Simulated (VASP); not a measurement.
# Cu (P6_3/mmc) in VASP: further runs, part 2 of 2

VASP 6.6.1. Earlier steps stand in the parts before.

### 4 Single point, r2SCAN+D3(BJ)

This run uses another cell than the first one, of 11.55 Å³/atom, 1.063 times its volume.

Contents of POSCAR:

```
Cu
1.0
    2.5425159888      0.0000000000      0.0000000000
   -1.2712574927      2.2018830569      0.0000000000
    0.0000000000      0.0000000000      4.1262341269
Cu
2
Direct
    0.3333333333      0.6666666667      0.2500000000
    0.6666666667      0.3333333333      0.7500000000
```

Contents of INCAR.step1:

```
  ALGO = Normal
  EDIFF = 1E-4
  ENCUT = 520
  GGA = PE
  ISMEAR = -1
  LASPH = True
  LCHARG = False
  LREAL = False
  LWAVE = True
  NBANDS = 18
  NELM = 60
  PREC = Accurate
  SIGMA = 0.1
```

Contents of INCAR.step2:

```
  ALGO = Normal
  EDIFF = 1E-7
  ENCUT = 520
  ISIF = 2
  ISMEAR = -1
  ISTART = 1
  IVDW = 12
  LASPH = True
  LCHARG = False
  LMIXTAU = True
  LREAL = False
  LWAVE = False
  METAGGA = R2SCAN
  NBANDS = 18
  NELM = 60
  PREC = Accurate
  SIGMA = 0.1
  VDW_A1 = 0.49484001
  VDW_A2 = 5.73083694
  VDW_S6 = 1.0
  VDW_S8 = 0.78981345
```

Contents of KPOINTS:

```
k-points
0
Gamma
  10 10 6
```

Run with:

```bash
> cat potpaw_PBE.64/Cu/POTCAR > POTCAR
> cp INCAR.step1 INCAR
> mpirun -np 1 vasp_std > vasp.out
> cp INCAR.step2 INCAR
> mpirun -np 1 vasp_std > vasp.out
```

Run time: 57 s. Hardware: 1 thread of Intel Xeon 6975P-C (Granite Rapids), shared host; peak memory 0.15 GiB.

Results (log left out):

- Free energy: -22.1914 eV
- Pressure: -4.3 GPa
- Band gap on the k mesh: zero (band 11 reaches 10.89 eV, above the bottom of band 12 at 5.58 eV)
- Dispersion energy per atom: -0.281 eV

Stress tensor (GPa, compression positive):
```
-4.43  0.00  0.00
 0.00 -4.43  0.00
 0.00  0.00 -4.12
```

Levels at points of the mesh, in eV from the Fermi level:
```tsv
k point	band 8	band 9	band 10	band 11	band 12	band 13	band 14	band 15
(0.00, 0.00, 0.00)	-2.58	-2.58	-1.79	-1.79	-0.97	4.25	22.32	23.05
(0.50, 0.00, 0.00)	-1.69	-1.63	-1.58	0.04	1.74	8.32	8.85	11.26
(0.00, 0.00, 0.50)	-3.13	-2.02	-2.02	-2.02	-2.02	13.42	13.42	23.08
(0.50, 0.00, 0.50)	-1.96	-1.63	-1.63	0.56	0.56	5.27	5.27	17.13
```

Caveat: three body term missing; the PAW data sets were made with another functional, which shifts forces and pressure a little; pairwise dispersion overbinds metals, which lowers pressure and volume.

### 5 Single point, r2SCAN+D3(BJ)

This run uses another cell than the first one, of 11.89 Å³/atom, 1.095 times its volume.

Contents of POSCAR:

```
Cu
1.0
    2.5674442057      0.0000000000      0.0000000000
   -1.2837215963      2.2234715223      0.0000000000
    0.0000000000      0.0000000000      4.1666899825
Cu
2
Direct
    0.3333333333      0.6666666667      0.2500000000
    0.6666666667      0.3333333333      0.7500000000
```

Contents of INCAR.step1:

```
SYSTEM = Cu
PREC = Accurate
ENCUT = 520
ISMEAR = -1
SIGMA = 0.1
LREAL = .FALSE.
LASPH = .TRUE.
NELM = 60
NBANDS = 18
GGA = PE
ALGO = Normal
EDIFF = 1E-4
LWAVE = .TRUE.
LCHARG = .FALSE.
```

Contents of INCAR.step2:

```
SYSTEM = Cu
PREC = Accurate
ENCUT = 520
EDIFF = 1E-6
ISMEAR = -1
SIGMA = 0.1
LREAL = .FALSE.
LASPH = .TRUE.
NELM = 60
ALGO = Normal
ISIF = 2
LWAVE = .FALSE.
LCHARG = .TRUE.
METAGGA = R2SCAN
LMIXTAU = .TRUE.
IVDW = 12
VDW_S6 = 1.0
VDW_S8 = 0.78981345
VDW_A1 = 0.49484001
VDW_A2 = 5.73083694
LELF = .TRUE.
LVHAR = .TRUE.
NBANDS = 18
ISTART = 1
```

Contents of KPOINTS:

```
Automatic mesh
0
G
  10 10 6
  0 0 0
```

Potentials or basis: VASP PAW PBE potentials, release 64 (Cu).

Run with:

```bash
> cat potpaw_PBE.64/Cu/POTCAR > POTCAR
> cp INCAR.step1 INCAR
> mpirun -np 1 vasp_std > vasp.out
> cp INCAR.step2 INCAR
> mpirun -np 1 vasp_std > vasp.out
```

OUTCAR:

```text
SYSTEM = Cu
   PREC = Accurate
   ENCUT = 520
   EDIFF = 1E-6
   ISMEAR = -1
   LREAL = .FALSE.
   LASPH = .TRUE.
   NELM = 60
   ISIF = 2
   METAGGA = R2SCAN
   IVDW = 12
   ISTART = 1
 IVDW          = 12

 ion  position               nearest neighbor table
   1  0.333  0.667  0.250-   2 2.56   2 2.56   2 2.56   2 2.56   2 2.56   2 2.56
   2  0.667  0.333  0.750-   1 2.56   1 2.56   1 2.56   1 2.56   1 2.56   1 2.56

  LATTYP: Found a hexagonal cell.
 ALAT       =     2.5674442057
 C/A-ratio  =     1.6228940723

  Lattice vectors:

 A1 = (   2.5674442057,   0.0000000000,   0.0000000000)
 A2 = (  -1.2837215963,   2.2234715223,   0.0000000000)
 A3 = (   0.0000000000,   0.0000000000,   4.1666899825)

Analysis of symmetry for initial positions (statically):
=====================================================================
 Subroutine PRICEL returns:
 Original cell was already a primitive cell.

 Routine SETGRP: Setting up the symmetry group for a
 hexagonal supercell.

 Subroutine GETGRP returns: Found 24 space group operations
 (whereof 12 operations were pure point group operations)
 out of a pool of 24 trial point group operations.

The static configuration has the point symmetry D_3d.
 The point group associated with its full space group is D_6h.

Analysis of symmetry for dynamics (positions and initial velocities):
=====================================================================
 Subroutine PRICEL returns:
 Original cell was already a primitive cell.

 Routine SETGRP: Setting up the symmetry group for a
 hexagonal supercell.

 Subroutine GETGRP returns: Found 24 space group operations
 (whereof 12 operations were pure point group operations)
 out of a pool of 24 trial point group operations.

The dynamic configuration has the point symmetry D_3d.
 The point group associated with its full space group is D_6h.

 Subroutine INISYM returns: Found 24 space group operations
[... 113 lines left out ...]
   EFERMI_NEDOS =   21; number of points for ismear=-14 and -15
   IALGO  =     38    algorithm
   IMIX   =      4    mixing-type and parameters
     AMIX     =   0.40;   BMIX     =  1.00
     AMIX_MAG =   1.60;   BMIX_MAG =  1.00
  volume/ion in A,a.u.               =      11.89        80.26
  Fermi-wavevector in a.u.,A,eV,Ry     =   1.595051  3.014209 34.615758  2.544186
  Thomas-Fermi vector in A             =   2.693030
   LORBIT       =      0    0 simple, 1 ext, 2 COOP (PROOUT), +10 PAW based schemes
   METAGGA = R2SCAN    functional components
   LHFCALC =     F    Hartree Fock is set to
   AEXX    =    0.0000 exact exchange contribution
   IVDW    =    12    specifies the selected vdW correction
   LEPSILON=     F    determine dielectric tensor
   LRPA    =     F    only Hartree local field effects (RPA)
 non-spin polarized calculation
  energy-cutoff  :      520.00
  volume of cell :       23.79
 maximum number of plane-waves:       660
 NGX is ok and might be reduce to    20
   NGX =  9   NGY =  9   NGZ = 15

 number of electron      22.0000001 magnetization

 Free energy of the ion-electron system (eV)
  ---------------------------------------------------
  ext. energy  EPLUGINS =         0.00000000
  ---------------------------------------------------
  free energy    TOTEN  =       -21.61969891 eV

  energy without entropy =      -21.59200379  energy(sigma->0) =      -21.60585135

 E-fermi :   7.2398     XC(G=0): -13.6959

 val. band max:        7.2165438279   @ k =   0.3000   0.0000   0.3333
 cond. band min:       7.2699224711   @ k =   0.4000   0.1000   0.3333
 fundamental gap:      0.0533786433
 Fermi energy:         7.2397835608

 k-point     1 :       0.0000    0.0000    0.0000
  band No.  band energies     occupation
      1      -2.2995      2.00000
      2       2.1303      2.00000
      3       4.2180      2.00000
      4       4.2528      2.00000
      5       4.2530      2.00000
      6       4.4659      2.00000
[... 481 lines left out ...]
      5       4.1346      2.00000
      6       4.5612      2.00000
[... 10 lines left out ...]
     17      22.1455      0.00000
     18      25.1886      0.00000

 [... further k-points ...]

------------------------ aborting loop because EDIFF is reached ----------------------------------------

 Edisp (eV)   -0.54490

 E8    (eV) :    -0.1825

  FORCE on cell =-STRESS in cart. coord.  units (eV):
  Direction    XX          YY          ZZ          XY          YZ          ZX
  --------------------------------------------------------------------------------------
  -------------------------------------------------------------------------------------
  Total      -1.25209    -1.25209    -1.20550    -0.00000    -0.00000     0.00000
  in kB     -84.33759   -84.33756   -81.19955    -0.00002    -0.00000     0.00000
  external pressure =      -83.29 kB  Pullay stress =        0.00 kB

 VOLUME and BASIS-vectors are now :
 -----------------------------------------------------------------------------
  energy-cutoff  :      520.00
  volume of cell :       23.79
      direct lattice vectors                 reciprocal lattice vectors
     2.567444206  0.000000000  0.000000000     0.389492398  0.224873491  0.000000000
    -1.283721596  2.223471522  0.000000000     0.000000000  0.449747159  0.000000000
     0.000000000  0.000000000  4.166689983     0.000000000  0.000000000  0.239998657

 POSITION                                       TOTAL-FORCE (eV/Angst)
 -----------------------------------------------------------------------------------
      0.00000      1.48231      1.04167        -0.000000      0.000000      0.000000
      1.28372      0.74116      3.12502         0.000000     -0.000000      0.000000
 -----------------------------------------------------------------------------------
    total drift:                               -0.000000      0.000000     -0.000000

  FREE ENERGIE OF THE ION-ELECTRON SYSTEM (eV)
  ---------------------------------------------------
  free  energy   TOTEN  =       -22.1646031327 eV

  energy  without entropy=      -22.1369080159  energy(sigma->0) =      -22.15075557
```

Wall time 41 s (1 thread of Intel Xeon 6975P-C (Granite Rapids), shared host); peak memory 0.16 GiB.

Results:

```
Free energy                : -22.1646 eV
Pressure                   : -8.3 GPa
Band gap on the k mesh     : zero (band 11 reaches 10.47 eV, above the bottom of band 12 at 5.26 eV)
Dispersion energy per atom : -0.272 eV
```

Caveat: three body term missing; the PAW data sets were made with another functional, which shifts forces and pressure a little; pairwise dispersion overbinds metals, which lowers pressure and volume.

### 6 Single point, r2SCAN+D3(BJ)

This run uses another cell than the first one, of 12.24 Å³/atom, 1.126 times its volume.

Contents of POSCAR:

```
Cu
1.0
    2.5918975270      0.0000000000      0.0000000000
   -1.2959482521      2.2446487162      0.0000000000
    0.0000000000      0.0000000000      4.2063751327
Cu
2
Direct
    0.3333333333      0.6666666667      0.2500000000
    0.6666666667      0.3333333333      0.7500000000
```

Contents of INCAR.step1:

```
  PREC = Accurate
  ENCUT = 520
  ISMEAR = -1
  SIGMA = 0.1
  LREAL = False
  LASPH = True
  NELM = 100
  NBANDS = 18
  GGA = PE
  ALGO = Normal
  EDIFF = 1E-4
  LWAVE = True
  LCHARG = False
```

Contents of INCAR.step2:

```
  PREC = Accurate
  ENCUT = 520
  EDIFF = 1E-7
  ISMEAR = -1
  SIGMA = 0.1
  LREAL = False
  LASPH = True
  NELM = 100
  ALGO = Normal
  ISIF = 2
  LWAVE = False
  LCHARG = False
  METAGGA = R2SCAN
  LMIXTAU = True
  IVDW = 12
  VDW_S6 = 1.0
  VDW_S8 = 0.78981345
  VDW_A1 = 0.49484001
  VDW_A2 = 5.73083694
  NBANDS = 18
  ISTART = 1
```

Contents of KPOINTS:

```
Automatic mesh
0
Gamma
  10 10 6
```

Potentials or basis: VASP PAW PBE potentials, release 64 (Cu).

Run with:

```bash
> cat potpaw_PBE.64/Cu/POTCAR > POTCAR
> cp INCAR.step1 INCAR
> mpirun -np 1 vasp_std > vasp.out
> cp INCAR.step2 INCAR
> mpirun -np 1 vasp_std > vasp.out
```

It took 43 s on 1 thread of Intel Xeon 6975P-C (Granite Rapids), shared host; peak memory 0.15 GiB.

Results (log left out):

```
Free energy                : -22.1221 eV
Pressure                   : -11.7 GPa
Band gap on the k mesh     : zero (band 11 reaches 10.07 eV, above the bottom of band 12 at 4.97 eV)
Dispersion energy per atom : -0.265 eV
```

Stress tensor (GPa, compression positive):
```
-11.78   0.00   0.00
  0.00 -11.78   0.00
  0.00   0.00 -11.50
```

Levels at points of the mesh, in eV from the Fermi level:
| k point | band 8 | band 9 | band 10 | band 11 | band 12 | band 13 | band 14 | band 15 |
| --- | --- | --- | --- | --- | --- | --- | --- | --- |
| (0.00, 0.00, 0.00) | -2.46 | -2.46 | -1.73 | -1.73 | -0.81 | 3.95 | 21.84 | 22.13 |
| (0.50, 0.00, 0.00) | -1.64 | -1.59 | -1.54 | 0.05 | 1.61 | 8.04 | 8.48 | 10.89 |
| (0.00, 0.00, 0.50) | -2.95 | -1.94 | -1.94 | -1.94 | -1.94 | 12.91 | 12.91 | 22.56 |
| (0.50, 0.00, 0.50) | -1.87 | -1.58 | -1.58 | 0.62 | 0.62 | 4.95 | 4.95 | 16.50 |

Caveat: three body term missing; the PAW data sets were made with another functional, which shifts forces and pressure a little; pairwise dispersion overbinds metals, which lowers pressure and volume.

### 7 Overview

```csv
cell,gap on the mesh (eV),pressure (GPa)
"a = 2.491, b = 2.491, c = 4.043 Å, angles 90.0, 90.0, 120.0°, 2 atoms",none,6.3
"a = 2.517, b = 2.517, c = 4.085 Å, angles 90.0, 90.0, 120.0°, 2 atoms",none,0.5
"a = 2.543, b = 2.543, c = 4.126 Å, angles 90.0, 90.0, 120.0°, 2 atoms",none,-4.3
"a = 2.567, b = 2.567, c = 4.167 Å, angles 90.0, 90.0, 120.0°, 2 atoms",none,-8.3
"a = 2.592, b = 2.592, c = 4.206 Å, angles 90.0, 90.0, 120.0°, 2 atoms",none,-11.7
```

Alike in all rows: task single point; level r2SCAN+D3(BJ); potentials or basis VASP PAW PBE potentials, release 64 (Cu); no spin polarisation; k mesh 10 × 10 × 6; cutoff (eV) 520; smearing fermi-dirac 0.1 eV.

Caveats: three body term missing; the PAW data sets were made with another functional, which shifts forces and pressure a little; pairwise dispersion overbinds metals, which lowers pressure and volume.

Absolute energies hang on the potentials; compare differences alone.
